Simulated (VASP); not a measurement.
# V (Im-3m) in VASP: further runs, part 2 of 2

VASP 6.6.1.

## Step 3: Single point, PBE

File INCAR:

```
SYSTEM = V
PREC = Accurate
ENCUT = 500
EDIFF = 1E-6
ISMEAR = -1
SIGMA = 0.1
LREAL = .False.
LASPH = .True.
NELM = 120
ALGO = Normal
ISIF = 2
LWAVE = .False.
LCHARG = .False.
GGA = PE
NBANDS = 12
GGA_COMPAT = .False.
```

File KPOINTS:

```
regular mesh
0
Gamma
  8 8 8
  0 0 0
```

File POSCAR:

```
V
1.0
   -1.4991761208      1.4991761208      1.4991761208
    1.4991761208     -1.4991761208      1.4991761208
    1.4991761208      1.4991761208     -1.4991761208
V
1
Direct
    0.0000000000      0.0000000000      0.0000000000
```

Potentials or basis: VASP PAW PBE potentials, release 64 (V_sv).

Run with:

```console
cat potpaw_PBE.64/V_sv/POTCAR > POTCAR
mpirun -np 1 vasp_std > vasp.out
```

Wall time 6.2 s (1 thread of Intel Xeon 8259CL, shared host); peak memory 0.12 GiB.

Results (log left out):

* Free energy: -9.0326 eV
* Pressure: -0.6 GPa

Levels at points of the mesh, in eV from the Fermi level:
```
           k point  band 3  band 4  band 5  band 6  band 7  band 8  band 9  band 10
(0.00, 0.00, 0.00)  -37.02  -37.02   -6.62    0.40    0.40    0.40    2.41     2.41
(0.50, 0.00, 0.00)  -37.30  -37.03   -3.20   -1.14    1.60    2.41    2.77     4.11
(0.50, 0.50, 0.50)  -37.64  -37.64   -3.01   -3.01    3.71    3.71    3.71    10.16
```

Caveat: the k points lie up to 0.37 Å⁻¹ apart.

## Step 4: Single point, PBE, collinear spin, ferromagnetic start

This run uses another cell than the first one, of 13.45 Å³/atom, 0.998 times its volume.

File INCAR:

```
SYSTEM = V
ALGO = Normal
EDIFF = 1E-7
ENCUT = 520
GGA = PE
ISIF = 2
ISMEAR = -1
ISPIN = 2
LASPH = .True.
LCHARG = .False.
LMAXMIX = 4
LORBIT = 11
LREAL = .False.
LWAVE = .False.
MAGMOM = 1
NBANDS = 16
NELM = 150
PREC = Accurate
SIGMA = 0.05
```

File KPOINTS:

```
k-points
0
Gamma
  15 15 15
  0 0 0
```

File POSCAR:

```
V
1.0
   -1.4980751051      1.4980751051      1.4980751051
    1.4980751051     -1.4980751051      1.4980751051
    1.4980751051      1.4980751051     -1.4980751051
V
1
Direct
    0.0000000000      0.0000000000      0.0000000000
```

Potentials or basis: VASP PAW PBE potentials, release 64 (V_sv).

Run with:

```console
cat potpaw_PBE.64/V_sv/POTCAR > POTCAR
mpirun -np 1 vasp_std > vasp.out
```

OUTCAR:

```text
SYSTEM = V
   EDIFF = 1E-7
   ENCUT = 520
   GGA = PE
   ISIF = 2
   ISMEAR = -1
   ISPIN = 2
   LASPH = .True.
   LORBIT = 11
   LREAL = .False.
   NELM = 150
   PREC = Accurate

 ion  position               nearest neighbor table
   1  0.000  0.000  0.000-

  LATTYP: Found a body centered cubic cell.
 ALAT       =     2.9961502102

  Lattice vectors:

 A1 = (  -1.4980751051,   1.4980751051,   1.4980751051)
[... 1121 lines left out ...]
  --------------------------------------------------------------------------------------
  -------------------------------------------------------------------------------------
  Total        0.0166804      0.0166804      0.0166804      0.0000000     -0.0000000      0.0000000
  in kB        1.9872711      1.9872711      1.9872711      0.0000000     -0.0000000      0.0000000
  external PRESSURE =       1.9872711 kB  Pullay stress =       0.0000000 kB

 VOLUME and BASIS-vectors are now :
 -----------------------------------------------------------------------------
  energy-cutoff  :      520.00
  volume of cell :       13.45
      direct lattice vectors                 reciprocal lattice vectors
    -1.498075105  1.498075105  1.498075105     0.000000000  0.333761637  0.333761637
     1.498075105 -1.498075105  1.498075105     0.333761637  0.000000000  0.333761637
     1.498075105  1.498075105 -1.498075105     0.333761637  0.333761637  0.000000000

 POSITION                                       TOTAL-FORCE (eV/Angst)
 -----------------------------------------------------------------------------------
      0.00000      0.00000      0.00000        -0.000000      0.000000     -0.000000
 -----------------------------------------------------------------------------------
    total drift:                                0.000000     -0.000000      0.000000

  FREE ENERGIE OF THE ION-ELECTRON SYSTEM (eV)
  ---------------------------------------------------
  free  energy   TOTEN  =        -9.0007954398 eV

  energy  without entropy=       -8.9881320586  energy(sigma->0) =       -8.99446375

 total charge

# of ion       s       p       d       tot
------------------------------------------
    1        2.341   6.222   3.092  11.655

 magnetization (x)

# of ion       s       p       d       tot
------------------------------------------
    1        0.000   0.000   0.000   0.000
```

Run time: 28 s. Hardware: 1 thread of Intel Xeon Platinum 8375C at 2.90GHz (Ice Lake), shared host; peak memory 0.16 GiB.

Results:

| Property | Result |
| --- | --- |
| Free energy | -9.0008 eV |
| Pressure | 0.2 GPa |
| Net moment | 0.00 μB per cell |
| Valence electrons inside the program's atomic spheres | V 11.65 |

Levels at points of the mesh, in eV from the Fermi level:
Spin up:
```csv
k point,band 2,band 3,band 4,band 5,band 6,band 7,band 8,band 9,band 10,band 11
"(0.00, 0.00, 0.00)",-37.02,-37.02,-37.02,-6.60,0.40,0.40,0.40,2.42,2.42,20.49
```
Spin down:
| k point | band 3 | band 4 | band 5 | band 6 | band 7 | band 8 | band 9 | band 10 |
| --- | --- | --- | --- | --- | --- | --- | --- | --- |
| (0.00, 0.00, 0.00) | -37.02 | -37.02 | -6.60 | 0.40 | 0.40 | 0.40 | 2.42 | 2.42 |

## Step 5: Single point, PBE, non-collinear spin, typed start, spin-orbit coupling

This run uses another cell than the first one, of 13.45 Å³/atom, 0.998 times its volume.

File INCAR:

```
PREC = Accurate ; ENCUT = 520
EDIFF = 1E-6 ; ISMEAR = -1
SIGMA = 0.05 ; LREAL = F
LASPH = T ; NELM = 150
ALGO = Normal ; ISIF = 2
LWAVE = F ; LCHARG = F
MAGMOM = 0 0 1 ; LORBIT = 11
LSORBIT = T ; GGA_COMPAT = F
LORBMOM = T ; LMAXMIX = 4
GGA = PE ; NBANDS = 24
```

File KPOINTS:

```
regular mesh
0
Gamma
  15 15 15
```

POSCAR is that of step 4.

Run with:

```console
cat potpaw_PBE.64/V_sv/POTCAR > POTCAR
mpirun -np 1 vasp_ncl > vasp.out
```

Run time: 3.4 min. Hardware: 1 thread of Intel Xeon Platinum 8375C at 2.90GHz (Ice Lake), shared host; peak memory 0.31 GiB.

The run converged. Its results:

```yaml
Free_energy: -9.0094 eV
Pressure: 0.2 GPa
Net_moment: 0.00 μB per cell
Valence_electrons_inside_the_program's_atomic_spheres: V 11.65
```

Moments on the atoms (μB; x, y, z):
```
V   0.00 0.00 0.00
```

## Step 6: The runs side by side

| spin | cell | k mesh | cutoff (eV) | smearing | gap on the mesh (eV) | pressure (GPa) | moment (μB) |
| --- | --- | --- | --- | --- | --- | --- | --- |
| off | a = 2.597 Å, angles 109.5°, 1 atom | 15 × 15 × 15 | 520 | methfessel-paxton 0.1 eV | none | -0.4 | - |
| off | a = 2.597 Å, angles 109.5°, 1 atom | 8 × 8 × 8 | 500 | fermi-dirac 0.1 eV | none | -0.6 | - |
| collinear, ferromagnetic start | a = 2.595 Å, angles 109.5°, 1 atom | 15 × 15 × 15 | 520 | fermi-dirac 0.05 eV | none | 0.2 | 0.00 |
| non-collinear, typed start, SOC | a = 2.595 Å, angles 109.5°, 1 atom | 15 × 15 × 15 | 520 | fermi-dirac 0.05 eV | - | 0.2 | 0.00 |

Alike in all rows: task single point; level PBE; potentials or basis VASP PAW PBE potentials, release 64 (V_sv).

Caveats: some runs use coarse meshes.

Total energies depend on the potentials used, so only differences within one code and one set of settings carry meaning.
